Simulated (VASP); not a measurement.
# ZnSnP2 (I-42d) in VASP: settings compared

The runs below take ZnSnP2 through band structure, with PBEsol, r2SCAN, TB-mBJ.

All numbers are computed with VASP 6.6.1; they aren't measurements. Logs are shortened: lines on timing, memory, paths and dates and some standing lists are left out, and cuts for length are marked.

## 1. The cell of the first run

Symmetry: I-42d, No. 122, tetragonal system. Conventional cell: a = 5.625 Å, b = 5.625 Å, c = 11.278 Å, α = 90.00°, β = 90.00°, γ = 90.00°. Zn (site symmetry -4) has 4 P at 2.36 Å within 3.1 Å. Sn (site symmetry -4) has 4 P at 2.52 Å within 3.3 Å. Within 3.1 Å of P (site symmetry 2) lie 2 Zn at 2.36 Å and 2 Sn at 2.52 Å.

## 2. Band structure, PBEsol

INCAR reads:

```
SYSTEM = ZnSnP2
PREC = Accurate
ENCUT = 520
EDIFF = 1E-6
ISMEAR = 0
SIGMA = 0.03
LREAL = .FALSE.
LASPH = .TRUE.
NELM = 80
ALGO = Fast
ISIF = 2
LWAVE = .FALSE.
LCHARG = .FALSE.
GGA = PS
NBANDS = 46
ICORELEVEL = 1
KPAR = 2
```

KPOINTS reads:

```
Automatic mesh
0
G
  8 8 8
  0 0 0
```

POSCAR reads:

```
ZnSnP2                                  
1.0
   -2.8127219187      2.8127219187      5.6391859935
    2.8127219187     -2.8127219187      5.6391859935
    2.8127219187      2.8127219187     -5.6391859935
  Zn              Sn              P             
     2     2     4
Direct
     0.7500000000000000    0.2500000000000000    0.5000000000000000
     0.0000000000000000    1.0000000000000000    1.0000000000000000
     0.2500000000000000    0.7500000000000000    0.5000000000000000
     0.5000000000000000    0.5000000000000000    0.0000000000000000
     0.3750000000000000    0.3510232148020591    0.4760232148020591
     0.6489767851979410    0.1250000000000000    0.0239767851979410
     0.1010232148020590    0.6250000000000000    0.9760232148020590
     0.8750000000000000    0.8989767851979410    0.5239767851979410
```

KPOINTS_OPT reads:

```
explicit points
228
Reciprocal
 0.0000000000  0.0000000000  0.0000000000 1
 0.0000000000  0.0000000000  0.0263157895 1
 0.0000000000  0.0000000000  0.0526315789 1
 0.0000000000  0.0000000000  0.0789473684 1
 0.0000000000  0.0000000000  0.1052631579 1
 0.0000000000  0.0000000000  0.1315789474 1
[... 220 lines left out ...]
-0.1243531853  0.1243531853  0.5000000000 1
 0.5000000000  0.5000000000 -0.1243531853 1
```

Potentials or basis: VASP PAW PBE potentials, release 64 (Zn, Sn_d, P).

On the command line:

```bash
cat potpaw_PBE.64/Zn/POTCAR potpaw_PBE.64/Sn_d/POTCAR potpaw_PBE.64/P/POTCAR > POTCAR
mpirun -np 2 vasp_std > vasp.out
```

OUTCAR:

```text
SYSTEM = ZnSnP2
   PREC = Accurate
   ENCUT = 520
   EDIFF = 1E-6
   ISMEAR = 0
   LREAL = .FALSE.
   LASPH = .TRUE.
   NELM = 80
   ISIF = 2
   GGA = PS

 ion  position               nearest neighbor table
   1  0.750  0.250  0.500-   5 2.36   6 2.36   7 2.36   8 2.36
   2  0.000  0.000  0.000-   5 2.36   6 2.36   7 2.36   8 2.36
   3  0.250  0.750  0.500-   6 2.52   5 2.52   8 2.52   7 2.52
   4  0.500  0.500  0.000-   8 2.52   6 2.52   7 2.52   5 2.52
   5  0.375  0.351  0.476-   1 2.36   2 2.36   4 2.52   3 2.52
   6  0.649  0.125  0.024-   1 2.36   2 2.36   4 2.52   3 2.52
   7  0.101  0.625  0.976-   1 2.36   2 2.36   3 2.52   4 2.52
   8  0.875  0.899  0.524-   1 2.36   2 2.36   3 2.52   4 2.52

  LATTYP: Found a body centered tetragonal cell.
 ALAT       =     5.6254438374
 C/A-ratio  =     2.0048857144

  Lattice vectors:

 A1 = (  -2.8127219187,   2.8127219187,   5.6391859935)
 A2 = (   2.8127219187,  -2.8127219187,   5.6391859935)
 A3 = (   2.8127219187,   2.8127219187,  -5.6391859935)

Analysis of symmetry for initial positions (statically):
=====================================================================
 Subroutine PRICEL returns:
 Original cell was already a primitive cell.

 Routine SETGRP: Setting up the symmetry group for a
 body centered tetragonal supercell.

 Subroutine GETGRP returns: Found  8 space group operations
 (whereof  4 operations were pure point group operations)
 out of a pool of 16 trial point group operations.

The static configuration has the point symmetry S_4 .
 The point group associated with its full space group is D_2d.

Analysis of symmetry for dynamics (positions and initial velocities):
=====================================================================
 Subroutine PRICEL returns:
 Original cell was already a primitive cell.

 Routine SETGRP: Setting up the symmetry group for a
 body centered tetragonal supercell.

 Subroutine GETGRP returns: Found  8 space group operations
 (whereof  4 operations were pure point group operations)
 out of a pool of 16 trial point group operations.

The dynamic configuration has the point symmetry S_4 .
 The point group associated with its full space group is D_2d.

 Subroutine INISYM returns: Found  8 space group operations
 (whereof  4 operations are pure point group operations),
 and found     1 'primitive' translations

----------------------------------------------------------------------------------------

                                     Primitive cell

  volume of cell :     178.4555

  direct lattice vectors                    reciprocal lattice vectors
    -2.812721919  2.812721919  5.639185993     0.000000000  0.177763751  0.088665279
     2.812721919 -2.812721919  5.639185993     0.177763751  0.000000000  0.088665279
     2.812721919  2.812721919 -5.639185993     0.177763751  0.177763751  0.000000000

  length of vectors
     6.900958474  6.900958474  6.900958474     0.198649146  0.198649146  0.251395908

  position of ions in fractional coordinates (direct lattice)
     0.750000000  0.250000000  0.500000000
     0.000000000  0.000000000  0.000000000
     0.250000000  0.750000000  0.500000000
     0.500000000  0.500000000  0.000000000
     0.375000000  0.351023215  0.476023215
     0.648976785  0.125000000  0.023976785
     0.101023215  0.625000000  0.976023215
     0.875000000  0.898976785  0.523976785

  ion indices of the primitive-cell ions
   primitive index   ion index
                 1           1
                 2           2
                 3           3
                 4           4
                 5           5
                 6           6
                 7           7
                 8           8

----------------------------------------------------------------------------------------

 KPOINTS: Automatic mesh

Automatic generation of k-mesh.
 Grid dimensions read from file:
 generate k-points for:    8    8    8

 Generating k-lattice:

  Cartesian coordinates                     Fractional coordinates (reciprocal lattice)
     0.000000000  0.022220469  0.011083160     0.125000000  0.000000000  0.000000000
     0.022220469  0.000000000  0.011083160     0.000000000  0.125000000  0.000000000
     0.022220469  0.022220469  0.000000000     0.000000000  0.000000000  0.125000000

  Length of vectors
     0.024831143  0.024831143  0.031424489

  Shift w.r.t. Gamma in fractional coordinates (k-lattice)
     0.000000000  0.000000000  0.000000000

 Subroutine IBZKPT returns following result:
 ===========================================

 Found     59 irreducible k-points:

 Following reciprocal coordinates:
            Coordinates               Weight
  0.000000  0.000000  0.000000      1.000000
  0.125000  0.000000 -0.000000      8.000000
  0.250000  0.000000 -0.000000      8.000000
  0.375000  0.000000  0.000000      8.000000
  0.500000  0.000000 -0.000000      4.000000
  0.125000  0.125000 -0.000000      8.000000
[... 16 lines left out ...]
  0.250000  0.125000  0.125000     16.000000
  0.375000  0.125000  0.125000      8.000000
 [... further k-points ...]
   k-points           NKPTS =     59   k-points in BZ     NKDIM =     59   number of bands    NBANDS=     46
   number of dos      NEDOS =    301   number of ions     NIONS =      8
   total plane-waves  NPLWV = 157464
   dimension x,y,z NGX =    54 NGY =   54 NGZ =   54
   dimension x,y,z NGXF=   108 NGYF=  108 NGZF=  108
   ions per type =               2   2   4
   NGX,Y,Z   is equivalent  to a cutoff of  13.01, 13.01, 13.01 a.u.
   NGXF,Y,Z  is equivalent  to a cutoff of  26.02, 26.02, 26.02 a.u.
 SYSTEM =  ZnSnP2
   PREC   = accura    normal or accurate (medium, high low for compatibility)
   ISTART =      0    job   : 0-new  1-cont  2-samecut
   ICHARG =      2    charge: 1-file 2-atom 10-const
   ISPIN  =      1    spin polarized calculation?
   LNONCOLLINEAR =      F non collinear calculations
   LSORBIT =      F    spin-orbit coupling
   LASPH  =      T    aspherical Exc in radial PAW
   ENCUT  =  520.0 eV  38.22 Ry    6.18 a.u.  12.83 12.83 12.83*2*pi/ulx,y,z
   NELM   =     80;   NELMIN=  2; NELMDL= -5     # of ELM steps
   EDIFF  = 0.1E-05   stopping-criterion for ELM
   LREAL  =      F    real-space projection
   EDIFFG = 0.1E-04   stopping-criterion for IOM
   NSW    =      0    number of steps for IOM
   IBRION =     -1    ionic relax: 0-MD 1-quasi-New 2-CG
   NFREE  =      0    steps in history (QN), initial steepest desc. (CG)
   ISIF   =      2    stress and relaxation
   ISYM   =      2    0-nonsym 1-usesym 2-fastsym
   POTIM  = 0.5000    time-step for ionic-motion
   TEBEG  =    0.0;   TEEND  =   0.0 temperature during run
   PSTRESS=    0.0 pullay stress
   NELECT =      72.0000    total number of electrons
   NUPDOWN=      -1.0000    fix difference up-down
   EMIN   =  10.00;   EMAX   =-10.00  energy-range for DOS
   EFERMI =   0.00;   METHOD = LEGACY
   ISMEAR =     0;   SIGMA  =   0.03  broadening in eV -4-tet -1-fermi 0-gaus
   EFERMI_NEDOS =   21; number of points for ismear=-14 and -15
   IALGO  =     68    algorithm
   IMIX   =      4    mixing-type and parameters
     AMIX     =   0.40;   BMIX     =  1.00
     AMIX_MAG =   1.60;   BMIX_MAG =  1.00
  volume/ion in A,a.u.               =      22.31       150.53
  Fermi-wavevector in a.u.,A,eV,Ry     =   1.209694  2.285991 19.910228  1.463360
  Thomas-Fermi vector in A             =   2.345264
   LORBIT       =      0    0 simple, 1 ext, 2 COOP (PROOUT), +10 PAW based schemes
   GGA     = PS    functional components
   LHFCALC =     F    Hartree Fock is set to
   AEXX    =    0.0000 exact exchange contribution
   IVDW    =     0    specifies the selected vdW correction
   LEPSILON=     F    determine dielectric tensor
   LRPA    =     F    only Hartree local field effects (RPA)
 non-spin polarized calculation
 RMM-DIIS sequential band-by-band and
 Gauss-broadening in eV      SIGMA  =   0.03
  energy-cutoff  :      520.00
  volume of cell :      178.46
 maximum number of plane-waves:      4861
 NGX is ok and might be reduce to    54
   NGX = 25   NGY = 25   NGZ = 25

 number of electron      72.0000011 magnetization

 Free energy of the ion-electron system (eV)
  ---------------------------------------------------
  ext. energy  EPLUGINS =         0.00000000
  ---------------------------------------------------
  free energy    TOTEN  =       -36.15454713 eV

  energy without entropy =      -36.15454713  energy(sigma->0) =      -36.15454713

 the core state eigenenergies are
   1-  1s  -9516.7520  2s  -1150.3179  2p   -995.9720  3s   -121.1091  3p    -75.2571

   2-  1s  -9516.7520  2s  -1150.3179  2p   -995.9720  3s   -121.1091  3p    -75.2571

   3-  1s -28998.1651  2s  -4369.6647  2p  -3921.2840  3s   -835.8899  3p   -689.4373
       3d   -464.1518  4s   -124.7852  4p    -80.5605
   4-  1s -28998.1651  2s  -4369.6647  2p  -3921.2840  3s   -835.8899  3p   -689.4373
       3d   -464.1518  4s   -124.7852  4p    -80.5605
   5-  1s  -2073.1439  2s   -163.3231  2p   -113.7955
   6-  1s  -2073.1439  2s   -163.3231  2p   -113.7955
   7-  1s  -2073.1439  2s   -163.3231  2p   -113.7955
   8-  1s  -2073.1439  2s   -163.3231  2p   -113.7955

 E-fermi :   4.8652     XC(G=0):  -9.7894

 val. band max:        4.7355864513   @ k =   0.0000   0.0000   0.0000
 cond. band min:       5.5465271405   @ k =   0.0000   0.0000   0.0000
 fundamental gap:      0.8109406892
 Fermi energy:         4.8651979719

 k-point     1 :       0.0000    0.0000    0.0000
  band No.  band energies     occupation
      1     -16.7841      2.00000
      2     -16.7841      2.00000
      3     -16.7839      2.00000
      4     -16.7634      2.00000
      5     -16.7520      2.00000
      6     -16.7520      2.00000
[... 38 lines left out ...]
     45       9.4932      0.00000
     46       9.5731      0.00000

 k-point     2 :       0.1250    0.0000   -0.0000
  band No.  band energies     occupation
      1     -16.7856      2.00000
      2     -16.7834      2.00000
      3     -16.7825      2.00000
      4     -16.7638      2.00000
      5     -16.7533      2.00000
      6     -16.7513      2.00000
[... 38 lines left out ...]
     45       9.3010      0.00000
     46       9.7010      0.00000

 k-point     3 :       0.2500    0.0000   -0.0000
  band No.  band energies     occupation
      1     -16.7871      2.00000
      2     -16.7822      2.00000
      3     -16.7809      2.00000
      4     -16.7647      2.00000
      5     -16.7566      2.00000
      6     -16.7498      2.00000
[... 38 lines left out ...]
     45       9.1997      0.00000
     46      10.0795      0.00000

 k-point     4 :       0.3750    0.0000    0.0000
  band No.  band energies     occupation
      1     -16.7881      2.00000
      2     -16.7820      2.00000
      3     -16.7783      2.00000
      4     -16.7649      2.00000
      5     -16.7607      2.00000
      6     -16.7485      2.00000
[... 920 lines left out ...]
     45       9.7212      0.00000
     46       9.7417      0.00000

 k-point    23 :       0.2500    0.1250    0.1250
  band No.  band energies     occupation
      1     -16.7853      2.00000
      2     -16.7827      2.00000
      3     -16.7769      2.00000
      4     -16.7655      2.00000
      5     -16.7600      2.00000
      6     -16.7542      2.00000
[... 38 lines left out ...]
     45       9.8588      0.00000
     46      10.1803      0.00000

 k-point    24 :       0.3750    0.1250    0.1250
  band No.  band energies     occupation
      1     -16.7856      2.00000
      2     -16.7823      2.00000
      3     -16.7758      2.00000
      4     -16.7642      2.00000
      5     -16.7634      2.00000
      6     -16.7537      2.00000
[... 38 lines left out ...]
     45       9.9908      0.00000
     46      10.0800      0.00000

 [... further k-points ...]

------------------------ aborting loop because EDIFF is reached ----------------------------------------

  FORCE on cell =-STRESS in cart. coord.  units (eV):
  Direction    XX          YY          ZZ          XY          YZ          ZX
  --------------------------------------------------------------------------------------
  -------------------------------------------------------------------------------------
  Total       -0.0140180     -0.0140180      0.0358643      0.0000000      0.0000000      0.0000000
  in kB       -0.1258538     -0.1258538      0.3219901      0.0000000      0.0000000      0.0000000
  external PRESSURE =       0.0234275 kB  Pullay stress =       0.0000000 kB

 VOLUME and BASIS-vectors are now :
 -----------------------------------------------------------------------------
  energy-cutoff  :      520.00
  volume of cell :      178.46
      direct lattice vectors                 reciprocal lattice vectors
    -2.812721919  2.812721919  5.639185993     0.000000000  0.177763751  0.088665279
     2.812721919 -2.812721919  5.639185993     0.177763751  0.000000000  0.088665279
     2.812721919  2.812721919 -5.639185993     0.177763751  0.177763751  0.000000000

 POSITION                                       TOTAL-FORCE (eV/Angst)
 -----------------------------------------------------------------------------------
     -0.00000      2.81272      2.81959         0.000000     -0.000000      0.000000
      0.00000      0.00000      0.00000         0.000000     -0.000000     -0.000000
      2.81272     -0.00000      2.81959         0.000000     -0.000000      0.000000
      0.00000      0.00000      5.63919         0.000000     -0.000000      0.000000
      1.27148      1.40636      1.40980        -0.000598     -0.000000      0.000000
     -1.40636      1.54124      4.22939         0.000000      0.000598      0.000000
      4.21908      1.27148     -1.40980         0.000000     -0.000598      0.000000
      1.54124      1.40636      7.04898         0.000598     -0.000000      0.000000
 -----------------------------------------------------------------------------------
    total drift:                                0.000014      0.000014      0.000010

  FREE ENERGIE OF THE ION-ELECTRON SYSTEM (eV)
  ---------------------------------------------------
  free  energy   TOTEN  =       -36.1545471305 eV

  energy  without entropy=      -36.1545471305  energy(sigma->0) =      -36.15454713
```

Run time: 24 min. Hardware: 2 MPI ranks of Intel Xeon Platinum 8488C (Sapphire Rapids), shared host; peak memory 0.76 GiB.

What came out:

* Free energy: -36.1545 eV
* Pressure: 0.0 GPa
* Band gap on the k mesh: 0.81 eV
* Band gap along the path: 0.81 eV

Levels at the corners of the path, in eV from the valence-band top:
```tsv
point	band 34	band 35	band 36	band 37	band 38	band 39
Γ	-0.01	0.00	0.00	0.81	1.25	1.49
X	-1.12	-0.84	-0.84	1.05	1.05	2.79
X	-1.12	-0.84	-0.84	1.05	1.05	2.79
Y	-1.24	-1.12	-1.12	1.41	1.41	3.38
Y	-1.24	-1.12	-1.12	1.41	1.41	3.38
S	-1.96	-1.15	-0.98	1.48	2.28	2.55
S	-1.96	-1.15	-0.98	1.48	2.28	2.55
Γ	-0.01	0.00	0.00	0.81	1.25	1.49
Γ	-0.01	0.00	0.00	0.81	1.25	1.49
Z	-1.75	-1.44	-1.44	1.24	1.24	1.27
Z	-1.75	-1.44	-1.44	1.24	1.24	1.27
S1	-1.96	-1.15	-0.98	1.48	2.28	2.55
S1	-1.96	-1.15	-0.98	1.48	2.28	2.55
N	-1.97	-1.52	-1.02	2.47	2.58	2.69
N	-1.97	-1.52	-1.02	2.47	2.58	2.69
P	-1.12	-1.10	-1.10	1.62	1.62	2.67
P	-1.12	-1.10	-1.10	1.62	1.62	2.67
Y1	-1.24	-1.12	-1.12	1.41	1.41	3.38
Y1	-1.24	-1.12	-1.12	1.41	1.41	3.38
Z	-1.75	-1.44	-1.44	1.24	1.24	1.27
X	-1.12	-0.84	-0.84	1.05	1.05	2.79
P	-1.12	-1.10	-1.10	1.62	1.62	2.67
```

Core levels (eV, on the scale of the bands):
```csv
atom,levels
1 Zn,"1s -9516.8, 2s -1150.3, 2p -996.0, 3s -121.1, 3p -75.3"
2 Zn,"1s -9516.8, 2s -1150.3, 2p -996.0, 3s -121.1, 3p -75.3"
3 Sn,"1s -28998.2, 2s -4369.7, 2p -3921.3, 3s -835.9, 3p -689.4, 3d -464.2, 4s -124.8, 4p -80.6"
4 Sn,"1s -28998.2, 2s -4369.7, 2p -3921.3, 3s -835.9, 3p -689.4, 3d -464.2, 4s -124.8, 4p -80.6"
5 P,"1s -2073.1, 2s -163.3, 2p -113.8"
6 P,"1s -2073.1, 2s -163.3, 2p -113.8"
```

Caveat: the PAW data sets were made with another functional, which shifts forces and pressure a little; spin-orbit coupling is left out, which moves the levels of the heavy elements.

## 3. Band structure, PBEsol, spin-orbit coupling, no magnetisation

Edit INCAR of step 2 so:

```diff
@@ -13,5 +13,9 @@
 LCHARG = .FALSE.
+LNONCOLLINEAR = .TRUE.
+MAGMOM = 0 0 0 0 0 0 0 0 0 0 0 0 0 0 0 0 0 0 0 0 0 0 0 0
+LORBIT = 11
+LSORBIT = .TRUE.
+GGA_COMPAT = .FALSE.
 GGA = PS
-NBANDS = 46
-ICORELEVEL = 1
+NBANDS = 92
 KPAR = 2
```

KPOINTS reads:

```
Automatic mesh
0
G
  6 6 6
  0 0 0
```

POSCAR is that of step 2.

KPOINTS_OPT is that of step 2.

Potentials or basis: VASP PAW PBE potentials, release 64 (Zn, Sn_d, P).

On the command line:

```bash
cat potpaw_PBE.64/Zn/POTCAR potpaw_PBE.64/Sn_d/POTCAR potpaw_PBE.64/P/POTCAR > POTCAR
mpirun -np 2 vasp_ncl > vasp.out
```

Wall time 1.6 h (2 MPI ranks of Intel Xeon Platinum 8488C (Sapphire Rapids), shared host); peak memory 1.9 GiB.

The run converged. Its results:

```
Free energy                                           : -36.2642 eV
Pressure                                              : 0.0 GPa
Valence electrons inside the program's atomic spheres : Zn 10.89; Sn 12.37; P 2.50
```

Caveat: the PAW data sets were made with another functional, which shifts forces and pressure a little.

(Part 1 of 2 ends here.)
